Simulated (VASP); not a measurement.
Runs of VASP 6.6.1 on AlN. The structure is that of space group F-43m (No. 216), or close to it. The cells are those of the table. 

| task | level | cell | k mesh | cutoff (eV) | smearing | gap on the mesh (eV) | pressure (GPa) |
| --- | --- | --- | --- | --- | --- | --- | --- |
| single point | PBE | a = 3.116 Å, angles 60.0°, 2 atoms | 5 × 5 × 5 | 520 | gaussian 0.15 eV | 3.86 | -0.7 |
| relaxation of cell and atoms | PBE | relaxed from a = 3.371 Å, angles 60.0°, 2 atoms | 5 × 5 × 5 | 600 | gaussian 0.15 eV | 3.86 | -0.5 |
| single point | PBE | a = 3.114 Å, angles 60.0°, 2 atoms | 12 × 12 × 12 | 520 | gaussian 0.01 eV | 3.30 | (a) |
| single point | PBE | a = 3.116 Å, angles 60.0°, 2 atoms | 6 × 6 × 6 | 600 | gaussian 0.1 eV | 3.30 | -0.8 |
| single point | PBE | a = 3.114 Å, angles 60.0°, 2 atoms | 10 × 10 × 10 | 600 | gaussian 0.02 eV | 3.31 | -0.4 |
| single point | r2SCAN | a = 3.114 Å, angles 60.0°, 2 atoms | 10 × 10 × 10 | 660 | gaussian 0.02 eV | (c) | (b) |
| relaxation of cell and atoms | PBE | relaxed from a = 3.436 Å, angles 60.0°, 2 atoms | 5 × 5 × 5 | 600 | gaussian 0.15 eV | 3.86 | -0.5 |
| single point | PBE | a = 3.050 Å, angles 60.0°, 2 atoms | 10 × 10 × 10 | 600 | gaussian 0.02 eV | 3.34 | 13.1 |

Alike in all rows: potentials or basis VASP PAW PBE potentials, release 64 (Al, N); no spin polarisation.

**Question.** Fill in the values left out.

**Answer.** (a) -0.3; (b) -5.0; (c) 3.92.

Caveats: some runs use coarse meshes; the PAW data sets were made with another functional, which shifts forces and pressure a little (some runs).

A k mesh can miss the band edges.
